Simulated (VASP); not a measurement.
# W9C8 in VASP: single point with PBEsol

Aim: the single point of W9C8 with PBEsol.

All numbers are computed with VASP 6.6.1; they aren't measurements. Logs are shortened: lines on timing, memory, paths and dates and some standing lists are left out, and cuts for length are marked.

### 1 The cell of the first run

The cell holds a slab with vacuum, 17 atoms: a = 5.792 Å, b = 5.792 Å, c = 17.258 Å, α = 90.00°, β = 90.00°, γ = 120.00°.

### 2 Single point, PBEsol

File INCAR:

```
SYSTEM = W9C8
  ALGO = Normal
  EDIFF = 1E-6
  ENCUT = 520
  GGA = PS
  ISIF = 2
  ISMEAR = 0
  LASPH = .True.
  LCHARG = .False.
  LREAL = Auto
  LWAVE = .False.
  NBANDS = 93
  NELM = 80
  PREC = Accurate
  SIGMA = 0.05
```

File KPOINTS:

```
k-points
0
Gamma
  4 4 1
  0 0 0
```

File POSCAR:

```
W9C8
1.0
    5.7920000000      0.0000000000      0.0000000000
   -2.8960000000      5.0160190000      0.0000000000
    0.0000000000      0.0000000000     17.2583500000
W C
9 8
Direct
    0.0000000000      0.0000000000      0.0579430247
    0.0066584283      0.0050081549      0.2244802661
    0.0000000498      0.5000000997      0.0579430247
   -0.0050965973      0.5051103275      0.2209357210
    0.5000000000      0.0000000000      0.0579430247
    0.4947471213      0.0052677233      0.2156266966
    0.5000000498      0.5000000997      0.0579430247
    0.4950063985      0.4933601727      0.2244782381
    0.6239896182      0.8760223994      0.3525064099
    0.3323398704      0.1676704175      0.1339147137
    0.3429276554      0.1570759600      0.2941684460
    0.3305468507      0.6636872787      0.1341255682
    0.3149418480      0.6739976463      0.2941514687
    0.8363216223      0.1694650678      0.1341233084
    0.8260214111      0.1850728636      0.2941515846
    0.8315841411      0.6684193182      0.1363203319
    0.8172850878      0.6827234905      0.2998340513
```

Potentials or basis: VASP PAW PBE potentials, release 64 (W_sv, C).

On the command line:

```console
$ cat potpaw_PBE.64/W_sv/POTCAR potpaw_PBE.64/C/POTCAR > POTCAR
$ mpirun -np 1 vasp_std > vasp.out
```

OUTCAR:

```text
SYSTEM = W9C8
   EDIFF = 1E-6
   ENCUT = 520
   GGA = PS
   ISIF = 2
   ISMEAR = 0
   LASPH = .True.
   LREAL = Auto
   NELM = 80
   PREC = Accurate

 ion  position               nearest neighbor table
   1  0.000  0.000  0.058-  10 2.12  14 2.13  16 2.14   2 2.87   3 2.90   7 2.90   5 2.90   5 2.90
                             7 2.90   3 2.90
   2  0.007  0.005  0.224-  11 2.07  17 2.08  15 2.17  10 2.26  16 2.27  14 2.29   8 2.83   6 2.83
                             4 2.86   1 2.87   4 2.93   9 2.95   8 2.96   6 2.97
   3  0.000  0.500  0.058-  14 2.12  12 2.12  16 2.16   4 2.81   1 2.90   5 2.90   7 2.90   7 2.90
                             5 2.90   1 2.90
   4  0.995  0.505  0.221-  15 2.04  13 2.04  16 2.19  17 2.24  12 2.25  14 2.25   3 2.81   2 2.86
                             8 2.86   6 2.90   6 2.90   8 2.93   2 2.93
   5  0.500  0.000  0.058-  10 2.13  12 2.14  14 2.14   6 2.72   7 2.90   3 2.90   1 2.90   1 2.90
                             3 2.90   7 2.90
   6  0.495  0.005  0.216-  11 2.04  13 2.15  15 2.15  10 2.15  12 2.22  14 2.22   9 2.69   5 2.72
                             2 2.83   8 2.83   4 2.90   4 2.90   8 2.97   2 2.97
   7  0.500  0.500  0.058-  10 2.12  12 2.13  16 2.14   8 2.87   5 2.90   1 2.90   3 2.90   3 2.90
                             1 2.90   5 2.90
   8  0.495  0.493  0.224-  11 2.07  17 2.08  13 2.17  10 2.26  16 2.27  12 2.29   2 2.83   6 2.83
                             4 2.86   7 2.87   4 2.93   9 2.95   2 2.96   6 2.97
   9  0.624  0.876  0.353-  13 1.87  15 1.87  17 2.14   6 2.69   2 2.95   8 2.95
  10  0.332  0.168  0.134-   7 2.12   1 2.12   5 2.13   6 2.15   2 2.26   8 2.26
  11  0.343  0.157  0.294-   6 2.04   2 2.07   8 2.07
  12  0.331  0.664  0.134-   3 2.12   7 2.13   5 2.14   6 2.22   4 2.25   8 2.29
  13  0.315  0.674  0.294-   9 1.87   4 2.04   6 2.15   8 2.17
  14  0.836  0.169  0.134-   3 2.12   1 2.13   5 2.14   6 2.22   4 2.25   2 2.29
  15  0.826  0.185  0.294-   9 1.87   4 2.04   6 2.15   2 2.17
  16  0.832  0.668  0.136-   1 2.14   7 2.14   3 2.16   4 2.19   8 2.27   2 2.27
  17  0.817  0.683  0.300-   8 2.08   2 2.08   9 2.14   4 2.24

  LATTYP: Found a hexagonal cell.
 ALAT       =     5.7920000000
 C/A-ratio  =     2.9796875000

  Lattice vectors:

 A1 = (   5.7920000000,   0.0000000000,   0.0000000000)
 A2 = (  -2.8960000000,   5.0160190000,   0.0000000000)
 A3 = (   0.0000000000,   0.0000000000,  17.2583500000)

Analysis of symmetry for initial positions (statically):
=====================================================================
 Subroutine PRICEL returns:
 Original cell was already a primitive cell.

 Routine SETGRP: Setting up the symmetry group for a
 hexagonal supercell.

 Subroutine GETGRP returns: Found  1 space group operations
 (whereof  1 operations were pure point group operations)
 out of a pool of 24 trial point group operations.

The static configuration has the point symmetry C_1 .

Analysis of symmetry for dynamics (positions and initial velocities):
=====================================================================
 Subroutine PRICEL returns:
 Original cell was already a primitive cell.

 Routine SETGRP: Setting up the symmetry group for a
 hexagonal supercell.

 Subroutine GETGRP returns: Found  1 space group operations
 (whereof  1 operations were pure point group operations)
 out of a pool of 24 trial point group operations.

The dynamic configuration has the point symmetry C_1 .

 Subroutine INISYM returns: Found  1 space group operations
 (whereof  1 operations are pure point group operations),
 and found     1 'primitive' translations

----------------------------------------------------------------------------------------

                                     Primitive cell

  volume of cell :     501.4031

  direct lattice vectors                    reciprocal lattice vectors
     5.792000000  0.000000000  0.000000000     0.172651934  0.099680643  0.000000000
    -2.896000000  5.016019000  0.000000000     0.000000000  0.199361286  0.000000000
     0.000000000  0.000000000 17.258350000     0.000000000  0.000000000  0.057942967

  length of vectors
     5.792000000  5.791999880 17.258350000     0.199361282  0.199361286  0.057942967

  position of ions in fractional coordinates (direct lattice)
     0.000000000  0.000000000  0.057943025
     0.006658428  0.005008155  0.224480266
     0.000000050  0.500000100  0.057943025
     0.994903403  0.505110327  0.220935721
     0.500000000  0.000000000  0.057943025
     0.494747121  0.005267723  0.215626697
[... 9 lines left out ...]
     0.831584141  0.668419318  0.136320332
     0.817285088  0.682723491  0.299834051

  ion indices of the primitive-cell ions
   primitive index   ion index
                 1           1
                 2           2
                 3           3
                 4           4
                 5           5
                 6           6
[... 9 lines left out ...]
                16          16
                17          17

----------------------------------------------------------------------------------------

 KPOINTS: k-points

Automatic generation of k-mesh.
 Grid dimensions read from file:
 generate k-points for:    4    4    1

 Generating k-lattice:

  Cartesian coordinates                     Fractional coordinates (reciprocal lattice)
     0.043162983  0.024920161  0.000000000     0.250000000  0.000000000  0.000000000
     0.000000000  0.049840322  0.000000000     0.000000000  0.250000000  0.000000000
     0.000000000  0.000000000  0.057942967     0.000000000  0.000000000  1.000000000

  Length of vectors
     0.049840321  0.049840322  0.057942967

  Shift w.r.t. Gamma in fractional coordinates (k-lattice)
     0.000000000  0.000000000  0.000000000

 Subroutine IBZKPT returns following result:
 ===========================================

 Found     10 irreducible k-points:

 Following reciprocal coordinates:
            Coordinates               Weight
  0.000000  0.000000  0.000000      1.000000
  0.250000 -0.000000  0.000000      2.000000
  0.000000  0.250000  0.000000      2.000000
 -0.250000  0.250000  0.000000      2.000000
  0.500000 -0.000000  0.000000      1.000000
  0.000000  0.500000  0.000000      1.000000
  0.500000  0.500000  0.000000      1.000000
  0.250000  0.250000  0.000000      2.000000
 -0.250000  0.500000  0.000000      2.000000
  0.500000  0.250000  0.000000      2.000000
   k-points           NKPTS =     10   k-points in BZ     NKDIM =     10   number of bands    NBANDS=     93
   number of dos      NEDOS =    301   number of ions     NIONS =     17
   total plane-waves  NPLWV = 294912
   dimension x,y,z NGX =    48 NGY =   48 NGZ =  128
   dimension x,y,z NGXF=    96 NGYF=   96 NGZF=  256
   ions per type =               9   8
   NGX,Y,Z   is equivalent  to a cutoff of  13.78, 13.78, 12.33 a.u.
   NGXF,Y,Z  is equivalent  to a cutoff of  27.55, 27.55, 24.66 a.u.
 SYSTEM =  W9C8
   PREC   = accura    normal or accurate (medium, high low for compatibility)
   ISTART =      0    job   : 0-new  1-cont  2-samecut
   ICHARG =      2    charge: 1-file 2-atom 10-const
   ISPIN  =      1    spin polarized calculation?
   LNONCOLLINEAR =      F non collinear calculations
   LSORBIT =      F    spin-orbit coupling
   LASPH  =      T    aspherical Exc in radial PAW
   ENCUT  =  520.0 eV  38.22 Ry    6.18 a.u.  10.77 10.77 32.09*2*pi/ulx,y,z
   NELM   =     80;   NELMIN=  2; NELMDL= -5     # of ELM steps
   EDIFF  = 0.1E-05   stopping-criterion for ELM
   LREAL  =      T    real-space projection
   EDIFFG = 0.1E-04   stopping-criterion for IOM
   NSW    =      0    number of steps for IOM
   IBRION =     -1    ionic relax: 0-MD 1-quasi-New 2-CG
   NFREE  =      0    steps in history (QN), initial steepest desc. (CG)
   ISIF   =      2    stress and relaxation
   ISYM   =      2    0-nonsym 1-usesym 2-fastsym
   POTIM  = 0.5000    time-step for ionic-motion
   TEBEG  =    0.0;   TEEND  =   0.0 temperature during run
   PSTRESS=    0.0 pullay stress
   NELECT =     158.0000    total number of electrons
   NUPDOWN=      -1.0000    fix difference up-down
   EMIN   =  10.00;   EMAX   =-10.00  energy-range for DOS
   EFERMI =   0.00;   METHOD = LEGACY
   ISMEAR =     0;   SIGMA  =   0.05  broadening in eV -4-tet -1-fermi 0-gaus
   EFERMI_NEDOS =   21; number of points for ismear=-14 and -15
   IALGO  =     38    algorithm
   IMIX   =      4    mixing-type and parameters
     AMIX     =   0.40;   BMIX     =  1.00
     AMIX_MAG =   1.60;   BMIX_MAG =  1.00
  volume/ion in A,a.u.               =      29.49       199.04
  Fermi-wavevector in a.u.,A,eV,Ry     =   1.114033  2.105218 16.885787  1.241070
  Thomas-Fermi vector in A             =   2.250624
   LORBIT       =      0    0 simple, 1 ext, 2 COOP (PROOUT), +10 PAW based schemes
   GGA     = PS    functional components
   LHFCALC =     F    Hartree Fock is set to
   AEXX    =    0.0000 exact exchange contribution
   IVDW    =     0    specifies the selected vdW correction
   LEPSILON=     F    determine dielectric tensor
   LRPA    =     F    only Hartree local field effects (RPA)
 non-spin polarized calculation
 Gauss-broadening in eV      SIGMA  =   0.05
  energy-cutoff  :      520.00
  volume of cell :      501.40
 maximum number of plane-waves:     13519
 NGX is ok and might be reduce to    48
   NGX = 21   NGY = 21   NGZ = 65

 number of electron     157.9999996 magnetization

 Free energy of the ion-electron system (eV)
  ---------------------------------------------------
  ext. energy  EPLUGINS =         0.00000000
  ---------------------------------------------------
  free energy    TOTEN  =      -187.90088719 eV

  energy without entropy =     -187.88353552  energy(sigma->0) =     -187.89221136

 E-fermi :   1.3511     XC(G=0):  -6.2835

 val. band max:        1.3164452042   @ k =  -0.2500   0.2500   0.0000
 cond. band min:       1.3646839067   @ k =  -0.2500   0.5000   0.0000
 fundamental gap:      0.0482387025
 Fermi energy:         1.3510565624

 k-point     1 :       0.0000    0.0000    0.0000
  band No.  band energies     occupation
      1     -73.0179      2.00000
      2     -72.6879      2.00000
      3     -72.5813      2.00000
      4     -72.5511      2.00000
      5     -72.4690      2.00000
      6     -72.4318      2.00000
[... 929 lines left out ...]
     90       3.5477      0.00000
     91       3.7489      0.00000
 [bands above 91 left out]

------------------------ aborting loop because EDIFF is reached ----------------------------------------

  FORCE on cell =-STRESS in cart. coord.  units (eV):
  Direction    XX          YY          ZZ          XY          YZ          ZX
  --------------------------------------------------------------------------------------
  -------------------------------------------------------------------------------------
  Total       -6.6051845     -3.3371331     -1.5486150      2.8305116     -3.9515659      6.8405781
  in kB      -21.1061264    -10.6634348     -4.9484256      9.0445826    -12.6267858     21.8583003
  external PRESSURE =     -12.2393289 kB  Pullay stress =       0.0000000 kB

 VOLUME and BASIS-vectors are now :
 -----------------------------------------------------------------------------
  energy-cutoff  :      520.00
  volume of cell :      501.40
      direct lattice vectors                 reciprocal lattice vectors
     5.792000000  0.000000000  0.000000000     0.172651934  0.099680643  0.000000000
    -2.896000000  5.016019000  0.000000000     0.000000000  0.199361286  0.000000000
     0.000000000  0.000000000 17.258350000     0.000000000  0.000000000  0.057942967

 POSITION                                       TOTAL-FORCE (eV/Angst)
 -----------------------------------------------------------------------------------
      0.00000      0.00000      1.00000        -0.183010     -0.011640      0.392314
      0.02406      0.02512      3.87416        -0.099271      0.297108     -0.277430
     -1.44800      2.50801      1.00000        -0.172625      0.100050      0.205551
      4.29968      2.53364      3.81299        -0.246660      0.142265      0.158924
      2.89600      0.00000      1.00000         0.055672     -0.031950     -0.847636
      2.85032      0.02642      3.72136        -0.393060      0.227003      0.266226
[... 9 lines left out ...]
      2.88079      3.35280      2.35266        -0.016281      0.009607     -0.011325
      2.75655      3.42455      5.17464        -0.765683      0.442208      0.919004
 -----------------------------------------------------------------------------------
    total drift:                                0.004343     -0.002522     -0.007938

  FREE ENERGIE OF THE ION-ELECTRON SYSTEM (eV)
  ---------------------------------------------------
  free  energy   TOTEN  =      -187.9008871890 eV

  energy  without entropy=     -187.8835355221  energy(sigma->0) =     -187.89221136
```

It took 44 min on 1 thread of Intel Xeon 8259CL, shared host; peak memory 0.77 GiB.

What came out:

```yaml
Free_energy: -187.9009 eV
Largest_force: 4.090 eV/Å
Band_gap_on_the_k_mesh: zero (bands 79 and 80 overlap by 0.60 eV)
```

Forces in eV/Å, atoms in the order of the input:
```
W   -0.183 -0.012  0.392
W   -0.099  0.297 -0.277
W   -0.173  0.100  0.206
W   -0.247  0.142  0.159
W    0.056 -0.032 -0.848
W   -0.393  0.227  0.266
W   -0.081  0.165  0.392
W   -0.307 -0.063 -0.277
W    3.496 -2.018 -0.656
C   -0.045  0.026 -0.125
C   -0.984  0.569 -0.723
C   -0.081  0.004  0.114
C   -0.127 -0.067  0.177
C   -0.044  0.067  0.115
C   -0.005  0.144  0.177
C   -0.016  0.010 -0.011
C   -0.766  0.442  0.919
```

Levels at points of the mesh, in eV from the Fermi level:
```tsv
k point	band 77	band 78	band 79	band 80	band 81	band 82
(0.00, 0.00, 0.00)	0.17	0.34	0.47	0.60	0.62	0.85
(0.50, 0.00, 0.00)	-0.84	-0.62	-0.34	-0.13	0.43	1.00
(0.00, 0.50, 0.00)	-0.84	-0.62	-0.34	-0.13	0.43	1.00
(0.50, 0.50, 0.00)	-0.77	-0.64	-0.48	-0.05	0.57	1.15
```

Caveat: there is no dipole correction, which matters where the two faces differ; the PAW data sets were made with another functional, which shifts forces and pressure a little; spin-orbit coupling is left out, which moves the levels of the heavy elements.

The gap in the log of VASP goes by the Fermi energy; the results here count the filled bands.